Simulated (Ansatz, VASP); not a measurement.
**Two plane-wave programs on Si**

Contents of POSCAR:

```
Si
1.0
    3.5248120637      0.0000000000      0.0000000000
   -1.7624060319      3.0525767907      0.0000000000
    0.0000000000      0.0000000000      5.8260122402
Si
4
Direct
    0.3333333333      0.6666666667      0.0630095000
    0.6666666667      0.3333333333      0.5630095000
    0.3333333333      0.6666666667      0.4369905000
    0.6666666667      0.3333333333      0.9369905000
```

INCAR.step1

```
SYSTEM = Si
ALGO = Normal ; EDIFF = 1E-4
ENCUT = 520 ; GGA = PE
ISMEAR = 0 ; LASPH = .True.
LCHARG = .False. ; LREAL = .False.
LWAVE = .True. ; NBANDS = 16
NELM = 100 ; PREC = Accurate
SIGMA = 0.05
```

Contents of INCAR.step2:

```
SYSTEM = Si
ALGO = Normal ; EDIFF = 1E-7
ENCUT = 520 ; ISIF = 2
ISMEAR = 0 ; ISTART = 1
LASPH = .True. ; LCHARG = .False.
LMIXTAU = .True. ; LREAL = .False.
LWAVE = .False. ; METAGGA = R2SCAN
NBANDS = 16 ; NELM = 100
PREC = Accurate ; SIGMA = 0.05
```

File KPOINTS:

```
k-points
0
Gamma
  12 12 6
  0 0 0
```

Input for Ansatz:

```yaml
crystal:
  lattice:
    - [3.5248120637, 0.0, 0.0]
    - [-1.7624060319, 3.0525767907, 0.0]
    - [0.0, 0.0, 5.8260122402]
  atoms:
    - { symbol: Si, position: [0.3333333333, 0.6666666667, 0.0630095] }
    - { symbol: Si, position: [0.6666666667, 0.3333333333, 0.5630095] }
    - { symbol: Si, position: [0.3333333333, 0.6666666667, 0.4369905] }
    - { symbol: Si, position: [0.6666666667, 0.3333333333, 0.9369905] }
basis:
  ecutwfc: 500
kpoints:
  mp_grid: { grid: [12, 12, 6] }
hamiltonian:
  xc: r2scan
scf:
  occupations: { method: gaussian, width: 0.05 }
output:
  forces: true
  stress: true
  eigenvalues: true
```

Change from the starting cell: strain -0.080 along x and y, -0.080 along z, atoms carried along.

Alike in both runs: task single point; functional r2SCAN; k mesh 12 × 12 × 6; occupations gaussian, width 0.05 eV; no spin polarisation.

|  | VASP | Ansatz |
| --- | --- | --- |
| version | VASP 6.6.1 | Ansatz 0.2.0 |
| potentials or method | VASP PAW PBE potentials, release 64 (Si), cutoff 520 eV | scalar-relativistic, plane waves, PAW |
| valence electrons in the cell | 16 | 16 |

Ansatz gave:

```
gap on the k mesh at the Fermi level (eV)                     : none
pressure (GPa)                                                : 40.6
traceless stress, the component that is largest in VASP (GPa) : 0.74
rms of the force components (eV/Å)                            : 0.086
```

Task: Estimate VASP's values.

Result: gap on the k mesh at the Fermi level (eV): none; pressure (GPa): 40.3; traceless stress, the component that is largest in VASP (GPa): 0.73; rms of the force components (eV/Å): 0.084.

VASP's potentials were made for PBE, not for r2SCAN. Atom by atom the forces differ by 0.001 eV/Å (rms over components). A gap of «none» marks a metal or a gap that the smearing closes. Both programs put the cell under a high pressure, so it lies far from rest at this level.
